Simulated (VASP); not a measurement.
A run of VASP 6.6.1:

File INCAR:

```
SYSTEM = AlN
PREC = Accurate
ENCUT = 520
EDIFF = 1E-8
ISMEAR = 0
SIGMA = 0.01
LREAL = .False.
LASPH = .True.
NELM = 60
ALGO = Normal
ISIF = 2
LWAVE = .False.
LCHARG = .False.
GGA = PS
IBRION = 8
NSW = 1
LEPSILON = .True.
```

KPOINTS

```
regular mesh
0
Gamma
  8 8 4
  0 0 0
```

POSCAR

```
AlN
1.0
    3.1139008388      0.0000000000      0.0000000000
   -1.5569504194      2.6967172313      0.0000000000
    0.0000000000      0.0000000000      4.9828499853
Al N
2 2
Direct
    0.3333333333      0.6666666667     -0.0010110921
    0.6666666667      0.3333333333      0.4989889079
    0.3333333333      0.6666666667      0.3810110921
    0.6666666667      0.3333333333      0.8810110921
```

Potentials or basis: VASP PAW PBE potentials, release 64 (Al, N).

Launch:

```console
$ cat potpaw_PBE.64/Al/POTCAR potpaw_PBE.64/N/POTCAR > POTCAR
$ mpirun -np 1 vasp_std > vasp.out
```

Hardware: 1 thread of Intel(R) Xeon(R) 6975P-C (Granite Rapids), on a shared host.

Task: Estimate the wall time of this run.

Result: Run time: 2.3 min on 1 thread of Intel(R) Xeon(R) 6975P-C (Granite Rapids), with other jobs on the host, peak memory 0.3 GiB. Counts: scf iterations 142, k points 30.
